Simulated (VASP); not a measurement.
# MnInI3 (Pm-3m) in VASP: single point with r2SCAN

Aim: the single point of MnInI3 with r2SCAN.

All numbers are computed with VASP 6.6.1; they aren't measurements. Logs are shortened: lines on timing, memory, paths and dates and some standing lists are left out, and cuts for length are marked.

**1. The cell of the first run**

Symmetry: Pm-3m, No. 221, cubic system. Conventional cell: a = 6.229 Å, b = 6.229 Å, c = 6.229 Å, α = 90.00°, β = 90.00°, γ = 90.00°. Within 4.1 Å of In (site symmetry m-3m) lie 6 I at 3.11 Å. Within 4.1 Å of I (site symmetry 4/mmm) lie 2 In at 3.11 Å. Within 5.8 Å of Mn (site symmetry m-3m) lie 12 I at 4.40 Å and 8 In at 5.39 Å.

**2. Single point, r2SCAN**

Input file POSCAR:

```
MnInI3
1.0
    6.2290380000      0.0000000000      0.0000000000
    0.0000000000      6.2290380000      0.0000000000
    0.0000000000      0.0000000000      6.2290380000
In I Mn
1 3 1
Direct
    0.5000000000      0.5000000000      0.5000000000
    0.0000000000      0.5000000000      0.5000000000
    0.5000000000      0.0000000000      0.5000000000
    0.5000000000      0.5000000000      0.0000000000
    0.0000000000      0.0000000000      0.0000000000
```

Input file INCAR.step1:

```
SYSTEM = MnInI3
PREC = Accurate
ENCUT = 520
ISMEAR = -1
SIGMA = 0.1
LREAL = .False.
LASPH = .True.
NELM = 60
NBANDS = 32
GGA = PE
ALGO = Normal
EDIFF = 1E-4
LWAVE = .True.
LCHARG = .False.
```

Input file INCAR.step2:

```
SYSTEM = MnInI3
PREC = Accurate
ENCUT = 520
EDIFF = 1E-7
ISMEAR = -1
SIGMA = 0.1
LREAL = .False.
LASPH = .True.
NELM = 60
ALGO = Normal
ISIF = 2
LWAVE = .False.
LCHARG = .False.
METAGGA = R2SCAN
LMIXTAU = .True.
NBANDS = 32
ISTART = 1
```

Input file KPOINTS:

```
Automatic mesh
0
Gamma
  6 6 6
  0 0 0
```

Potentials or basis: VASP PAW PBE potentials, release 64 (In_d, I, Mn_pv).

Command:

```sh
$ cat potpaw_PBE.64/In_d/POTCAR potpaw_PBE.64/I/POTCAR potpaw_PBE.64/Mn_pv/POTCAR > POTCAR
$ cp INCAR.step1 INCAR
$ mpirun -np 1 vasp_std > vasp.out
$ cp INCAR.step2 INCAR
$ mpirun -np 1 vasp_std > vasp.out
```

OUTCAR:

```text
SYSTEM = MnInI3
   PREC = Accurate
   ENCUT = 520
   EDIFF = 1E-7
   ISMEAR = -1
   LREAL = .False.
   LASPH = .True.
   NELM = 60
   ISIF = 2
   METAGGA = R2SCAN
   ISTART = 1

 ion  position               nearest neighbor table
   1  0.500  0.500  0.500-   2 3.11   3 3.11   4 3.11   4 3.11   3 3.11   2 3.11
   2  0.000  0.500  0.500-   1 3.11   1 3.11
   3  0.500  0.000  0.500-   1 3.11   1 3.11
   4  0.500  0.500  0.000-   1 3.11   1 3.11
   5  0.000  0.000  0.000-

  LATTYP: Found a simple cubic cell.
 ALAT       =     6.2290380000

  Lattice vectors:

 A1 = (   6.2290380000,   0.0000000000,   0.0000000000)
 A2 = (   0.0000000000,   6.2290380000,   0.0000000000)
 A3 = (   0.0000000000,   0.0000000000,   6.2290380000)

Analysis of symmetry for initial positions (statically):
=====================================================================
 Subroutine PRICEL returns:
 Original cell was already a primitive cell.

 Routine SETGRP: Setting up the symmetry group for a
 simple cubic supercell.

 Subroutine GETGRP returns: Found 48 space group operations
 (whereof 48 operations were pure point group operations)
 out of a pool of 48 trial point group operations.

The static configuration has the point symmetry O_h .

Analysis of symmetry for dynamics (positions and initial velocities):
=====================================================================
 Subroutine PRICEL returns:
 Original cell was already a primitive cell.

 Routine SETGRP: Setting up the symmetry group for a
 simple cubic supercell.

 Subroutine GETGRP returns: Found 48 space group operations
 (whereof 48 operations were pure point group operations)
 out of a pool of 48 trial point group operations.

The dynamic configuration has the point symmetry O_h .

 Subroutine INISYM returns: Found 48 space group operations
 (whereof 48 operations are pure point group operations),
 and found     1 'primitive' translations

----------------------------------------------------------------------------------------

                                     Primitive cell

  volume of cell :     241.6924

  direct lattice vectors                    reciprocal lattice vectors
     6.229038000  0.000000000  0.000000000     0.160538433  0.000000000  0.000000000
     0.000000000  6.229038000  0.000000000     0.000000000  0.160538433  0.000000000
     0.000000000  0.000000000  6.229038000     0.000000000  0.000000000  0.160538433

  length of vectors
     6.229038000  6.229038000  6.229038000     0.160538433  0.160538433  0.160538433

  position of ions in fractional coordinates (direct lattice)
     0.500000000  0.500000000  0.500000000
     0.000000000  0.500000000  0.500000000
     0.500000000  0.000000000  0.500000000
     0.500000000  0.500000000  0.000000000
     0.000000000  0.000000000  0.000000000

  ion indices of the primitive-cell ions
   primitive index   ion index
                 1           1
                 2           2
                 3           3
                 4           4
                 5           5

----------------------------------------------------------------------------------------

 KPOINTS: Automatic mesh

Automatic generation of k-mesh.
 Grid dimensions read from file:
 generate k-points for:    6    6    6

 Generating k-lattice:

  Cartesian coordinates                     Fractional coordinates (reciprocal lattice)
     0.026756406  0.000000000  0.000000000     0.166666667  0.000000000  0.000000000
     0.000000000  0.026756406  0.000000000     0.000000000  0.166666667  0.000000000
     0.000000000  0.000000000  0.026756406     0.000000000  0.000000000  0.166666667

  Length of vectors
     0.026756406  0.026756406  0.026756406

  Shift w.r.t. Gamma in fractional coordinates (k-lattice)
     0.000000000  0.000000000  0.000000000

 Subroutine IBZKPT returns following result:
 ===========================================

 Found     20 irreducible k-points:

 Following reciprocal coordinates:
            Coordinates               Weight
  0.000000  0.000000  0.000000      1.000000
  0.166667  0.000000  0.000000      6.000000
  0.333333  0.000000  0.000000      6.000000
  0.500000  0.000000  0.000000      3.000000
  0.166667  0.166667  0.000000     12.000000
  0.333333  0.166667  0.000000     24.000000
[... 12 lines left out ...]
  0.500000  0.500000  0.333333      6.000000
  0.500000  0.500000  0.500000      1.000000
   k-points           NKPTS =     20   k-points in BZ     NKDIM =     20   number of bands    NBANDS=     32
   number of dos      NEDOS =    301   number of ions     NIONS =      5
   total plane-waves  NPLWV = 110592
   dimension x,y,z NGX =    48 NGY =   48 NGZ =   48
   dimension x,y,z NGXF=    96 NGYF=   96 NGZF=   96
   ions per type =               1   3   1
   NGX,Y,Z   is equivalent  to a cutoff of  12.81, 12.81, 12.81 a.u.
   NGXF,Y,Z  is equivalent  to a cutoff of  25.62, 25.62, 25.62 a.u.
 SYSTEM =  MnInI3
   PREC   = accura    normal or accurate (medium, high low for compatibility)
   ISTART =      1    job   : 0-new  1-cont  2-samecut
   ICHARG =      0    charge: 1-file 2-atom 10-const
   ISPIN  =      1    spin polarized calculation?
   LNONCOLLINEAR =      F non collinear calculations
   LSORBIT =      F    spin-orbit coupling
   LASPH  =      T    aspherical Exc in radial PAW
   ENCUT  =  520.0 eV  38.22 Ry    6.18 a.u.  11.58 11.58 11.58*2*pi/ulx,y,z
   NELM   =     60;   NELMIN=  2; NELMDL=  0     # of ELM steps
   EDIFF  = 0.1E-06   stopping-criterion for ELM
   LREAL  =      F    real-space projection
   EDIFFG = 0.1E-05   stopping-criterion for IOM
   NSW    =      0    number of steps for IOM
   IBRION =     -1    ionic relax: 0-MD 1-quasi-New 2-CG
   NFREE  =      0    steps in history (QN), initial steepest desc. (CG)
   ISIF   =      2    stress and relaxation
   ISYM   =      2    0-nonsym 1-usesym 2-fastsym
   POTIM  = 0.5000    time-step for ionic-motion
   TEBEG  =    0.0;   TEEND  =   0.0 temperature during run
   PSTRESS=    0.0 pullay stress
   NELECT =      47.0000    total number of electrons
   NUPDOWN=      -1.0000    fix difference up-down
   EMIN   =  10.00;   EMAX   =-10.00  energy-range for DOS
   EFERMI =   0.00;   METHOD = LEGACY
   ISMEAR =    -1;   SIGMA  =   0.10  broadening in eV -4-tet -1-fermi 0-gaus
   EFERMI_NEDOS =   21; number of points for ismear=-14 and -15
   IALGO  =     38    algorithm
   IMIX   =      4    mixing-type and parameters
     AMIX     =   0.40;   BMIX     =  1.00
     AMIX_MAG =   1.60;   BMIX_MAG =  1.00
  volume/ion in A,a.u.               =      48.34       326.20
  Fermi-wavevector in a.u.,A,eV,Ry     =   0.948462  1.792333 12.239524  0.899580
  Thomas-Fermi vector in A             =   2.076652
   LORBIT       =      0    0 simple, 1 ext, 2 COOP (PROOUT), +10 PAW based schemes
   METAGGA = R2SCAN    functional components
   LHFCALC =     F    Hartree Fock is set to
   AEXX    =    0.0000 exact exchange contribution
   IVDW    =     0    specifies the selected vdW correction
   LEPSILON=     F    determine dielectric tensor
   LRPA    =     F    only Hartree local field effects (RPA)
 non-spin polarized calculation
  energy-cutoff  :      520.00
  volume of cell :      241.69
 maximum number of plane-waves:      6619
 NGX is ok and might be reduce to    48
   NGX = 23   NGY = 23   NGZ = 23

 number of electron      46.9999939 magnetization

 Free energy of the ion-electron system (eV)
  ---------------------------------------------------
  ext. energy  EPLUGINS =         0.00000000
  ---------------------------------------------------
  free energy    TOTEN  =      -105.30426651 eV

  energy without entropy =     -104.87398630  energy(sigma->0) =     -105.08912641

 E-fermi :   1.6684     XC(G=0):  -7.5672

 val. band max:        1.6451595014   @ k =   0.5000   0.5000   0.5000
 cond. band min:       1.6745973417   @ k =   0.5000   0.1667   0.0000
 fundamental gap:      0.0294378403
 Fermi energy:         1.6683574338

 k-point     1 :       0.0000    0.0000    0.0000
  band No.  band energies     occupation
      1     -47.5187      2.00000
      2     -47.5187      2.00000
      3     -47.5182      2.00000
      4     -13.5312      2.00000
      5     -13.5312      2.00000
      6     -13.3964      2.00000
[... 24 lines left out ...]
     31       6.8931      0.00000
     32       6.8932      0.00000

 k-point     2 :       0.1667    0.0000    0.0000
  band No.  band energies     occupation
      1     -47.5187      2.00000
      2     -47.5187      2.00000
      3     -47.5182      2.00000
      4     -13.5311      2.00000
      5     -13.5210      2.00000
      6     -13.3966      2.00000
[... 24 lines left out ...]
     31       7.0870      0.00000
     32       7.1417      0.00000

 k-point     3 :       0.3333    0.0000    0.0000
  band No.  band energies     occupation
      1     -47.5187      2.00000
      2     -47.5187      2.00000
      3     -47.5182      2.00000
      4     -13.5311      2.00000
      5     -13.5003      2.00000
      6     -13.3971      2.00000
[... 24 lines left out ...]
     31       6.0756      0.00000
     32       7.2448      0.00000

 k-point     4 :       0.5000    0.0000    0.0000
  band No.  band energies     occupation
      1     -47.5187      2.00000
      2     -47.5187      2.00000
      3     -47.5182      2.00000
      4     -13.5310      2.00000
      5     -13.4899      2.00000
      6     -13.3974      2.00000
[... 514 lines left out ...]
     31       5.7750      0.00000
     32       6.0539      0.00000

 k-point    19 :       0.5000    0.5000    0.3333
  band No.  band energies     occupation
      1     -47.5187      2.00000
      2     -47.5187      2.00000
      3     -47.5182      2.00000
      4     -13.4770      2.00000
      5     -13.4652      2.00000
      6     -13.3984      2.00000
[... 24 lines left out ...]
     31       6.2069      0.00000
     32       6.2072      0.00000

 k-point    20 :       0.5000    0.5000    0.5000
  band No.  band energies     occupation
      1     -47.5187      2.00000
      2     -47.5187      2.00000
      3     -47.5182      2.00000
      4     -13.4652      2.00000
      5     -13.4652      2.00000
      6     -13.3983      2.00000
[... 24 lines left out ...]
     31       6.5083      0.00000
     32       6.5083      0.00000

------------------------ aborting loop because EDIFF is reached ----------------------------------------

  FORCE on cell =-STRESS in cart. coord.  units (eV):
  Direction    XX          YY          ZZ          XY          YZ          ZX
  --------------------------------------------------------------------------------------
  -------------------------------------------------------------------------------------
  Total       -3.3633807     -3.3633807     -3.3633807     -0.0000000      0.0000000      0.0000000
  in kB      -22.2958310    -22.2958310    -22.2958310     -0.0000000      0.0000000      0.0000000
  external PRESSURE =     -22.2958310 kB  Pullay stress =       0.0000000 kB

 VOLUME and BASIS-vectors are now :
 -----------------------------------------------------------------------------
  energy-cutoff  :      520.00
  volume of cell :      241.69
      direct lattice vectors                 reciprocal lattice vectors
     6.229038000  0.000000000  0.000000000     0.160538433  0.000000000  0.000000000
     0.000000000  6.229038000  0.000000000     0.000000000  0.160538433  0.000000000
     0.000000000  0.000000000  6.229038000     0.000000000  0.000000000  0.160538433

 POSITION                                       TOTAL-FORCE (eV/Angst)
 -----------------------------------------------------------------------------------
      3.11452      3.11452      3.11452         0.000000      0.000000      0.000000
      0.00000      3.11452      3.11452         0.000000      0.000000      0.000000
      3.11452      0.00000      3.11452         0.000000      0.000000      0.000000
      3.11452      3.11452      0.00000         0.000000      0.000000      0.000000
      0.00000      0.00000      0.00000         0.000000      0.000000      0.000000
 -----------------------------------------------------------------------------------
    total drift:                                0.000000     -0.000000     -0.000000

  FREE ENERGIE OF THE ION-ELECTRON SYSTEM (eV)
  ---------------------------------------------------
  free  energy   TOTEN  =      -105.3042665126 eV

  energy  without entropy=     -104.8739863039  energy(sigma->0) =     -105.08912641
```

It took 9.2 min on 1 thread of Intel Xeon Platinum 8559C (Emerald Rapids), shared host; peak memory 0.46 GiB.

What came out:

* Free energy: -105.3043 eV
* Pressure: -2.2 GPa

Caveat: the PAW data sets were made with another functional, which shifts forces and pressure a little; spin-orbit coupling is left out, which moves the levels of the heavy elements; an odd number of electrons without spin polarisation forces a metal; a magnetic or distorted state may lie lower; the run has no spin polarisation, though such a crystal can be magnetic; semilocal functionals often make such compounds metallic where correlation or magnetic order opens a gap, which also shifts bond lengths. Spin polarisation is off, so any magnetic state and its effect on volume and gap are missing.
